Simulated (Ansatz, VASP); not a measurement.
## Two plane-wave programs on Fe

INCAR

```
SYSTEM = Fe
ALGO = Normal
EDIFF = 1E-6
ENCUT = 520
GGA = RP
ISIF = 2
ISMEAR = -1
ISPIN = 2
LASPH = .True.
LCHARG = .False.
LMAXMIX = 4
LORBIT = 11
LREAL = .False.
LWAVE = .False.
MAGMOM = 2.704 2.633 2.633
NBANDS = 23
NELM = 150
PREC = Accurate
SIGMA = 0.05
```

The input KPOINTS:

```
k-points
0
Gamma
  11 11 17
  0 0 0
```

POSCAR

```
Fe
1.0
    4.2371437128      0.0000000000      0.0000000000
   -2.1185718564      3.6694740948      0.0000000000
    0.0000000000      0.0000000000      2.4212764213
Fe
3
Direct
    1.0000000000      0.0000000000      0.0000000000
    0.3333333333      0.6666666667      0.5000000000
    0.6666666667      0.3333333333      0.5000000000
```

Input for Ansatz:

```yaml
crystal:
  lattice:
    - [4.2371437128, 0.0, 0.0]
    - [-2.1185718564, 3.6694740948, 0.0]
    - [0.0, 0.0, 2.4212764213]
  atoms:
    - { symbol: Fe, position: [1.0, 0.0, 0.0], spin: 2.704 }
    - { symbol: Fe, position: [0.3333333333, 0.6666666667, 0.5], spin: 2.633 }
    - { symbol: Fe, position: [0.6666666667, 0.3333333333, 0.5], spin: 2.633 }
hamiltonian:
  xc: rpbe
  pseudopotentials:
    kind: paw
    azcp:
      Fe: "pseudopotentials/Fe.paw.azcp"
basis:
  ecutwfc: 420
  fft_grid_basis: typed
kpoints:
  mp_grid: { grid: [11, 11, 17], shift: [0, 0, 0] }
magnetization:
  spin_polarized: true
scf:
  occupations: { method: fermi_dirac, width: 0.05 }
output:
  write_density: true
  write_potential: true
  elf: true
  volumetric_format: npy
```

Alike in both runs: task single point; functional RPBE; k mesh 11 × 11 × 17; occupations fermi-dirac, width 0.05 eV; collinear spin.

|  | VASP | Ansatz |
| --- | --- | --- |
| version | VASP 6.6.1 | Ansatz 0.2.0 |
| potentials or method | VASP PAW PBE potentials, release 64 (Fe), cutoff 520 eV | plane waves (420 eV) with PAW, scalar-relativistic |
| valence electrons in the cell | 24 | 48 |

```tsv
	VASP	Ansatz	Ansatz less VASP
net moment per atom (μB)	2.61	2.61	-0.005
size of the moment on the site where the two differ most (μB)	2.64	2.67	+0.033
```

VASP's potentials were made for PBE, not for RPBE. Site moments also hang on the region over which each program counts them. With one functional, cell and mesh, what is left measures potentials, basis and numerics. VASP's potentials hold 24 valence electrons a cell and Ansatz's 48, so a difference there can come from the potentials and not from the codes.
